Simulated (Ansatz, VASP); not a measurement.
One calculation of Pb, two programs

File POSCAR:

```
Pb
1.0
    0.0000000000      2.4415696833      2.4415696833
    2.4415696833      0.0000000000      2.4415696833
    2.4415696833      2.4415696833      0.0000000000
Pb
1
Direct
    0.0000000000      0.0000000000      0.0000000000
```

INCAR.step1

```
PREC = Accurate ; ENCUT = 520
ISMEAR = -1 ; SIGMA = 0.05
LREAL = False ; LASPH = True
NELM = 150 ; LNONCOLLINEAR = True
MAGMOM = 0 0 0 ; LSORBIT = True
GGA_COMPAT = False ; NBANDS = 25
GGA = PE ; ALGO = Normal
EDIFF = 1E-4 ; LWAVE = True
LCHARG = False
```

The input INCAR.step2:

```
PREC = Accurate ; ENCUT = 520
EDIFF = 1E-6 ; ISMEAR = -1
SIGMA = 0.05 ; LREAL = False
LASPH = True ; NELM = 150
ALGO = Normal ; ISIF = 2
LWAVE = False ; LCHARG = False
LNONCOLLINEAR = True ; MAGMOM = 0 0 0
LORBIT = 11 ; LSORBIT = True
GGA_COMPAT = False ; LORBMOM = True
METAGGA = R2SCAN ; LMIXTAU = True
NBANDS = 25 ; ISTART = 1
```

File KPOINTS:

```
regular mesh
0
Gamma
  9 9 9
```

The input input.yaml:

```yaml
crystal:
  lattice:
    - [0.0, 2.4415696833, 2.4415696833]
    - [2.4415696833, 0.0, 2.4415696833]
    - [2.4415696833, 2.4415696833, 0.0]
  atoms:
    - { symbol: Pb, position: [0.0, 0.0, 0.0] }
hamiltonian:
  xc: r2scan
  pseudopotentials: { kind: paw_fr }
magnetization:
  noncollinear: true
  spin_orbit: true
kpoints:
  mp_grid: { grid: [9, 9, 9] }
scf:
  occupations: { method: fermi_dirac, width: 0.05 }
output:
  forces: true
  stress: true
  eigenvalues: true
  write_density: true
  write_potential: true
  elf: true
  volumetric_format: npy
```

Alike in both runs: task single point; functional r2SCAN; k mesh 9 × 9 × 9; occupations fermi-dirac, width 0.05 eV; non-collinear spin, spin-orbit coupling.

|  | VASP | Ansatz |
| --- | --- | --- |
| version | VASP 6.6.1 | Ansatz 0.2.0 |
| potentials or method | VASP PAW PBE potentials, release 64 (Pb_d) | Ansatz PAW |
| plane-wave cutoff (eV) | 520 | 500 |
| valence electrons in the cell | 14 | 14 |

|  | VASP | Ansatz | Ansatz less VASP |
| --- | --- | --- | --- |
| pressure (GPa) | 3.5 | 3.4 | -0.09 |
| net moment per atom (μB) | 0.00 | 0.00 | 0.000 |

VASP's potentials were made for PBE, not for r2SCAN.
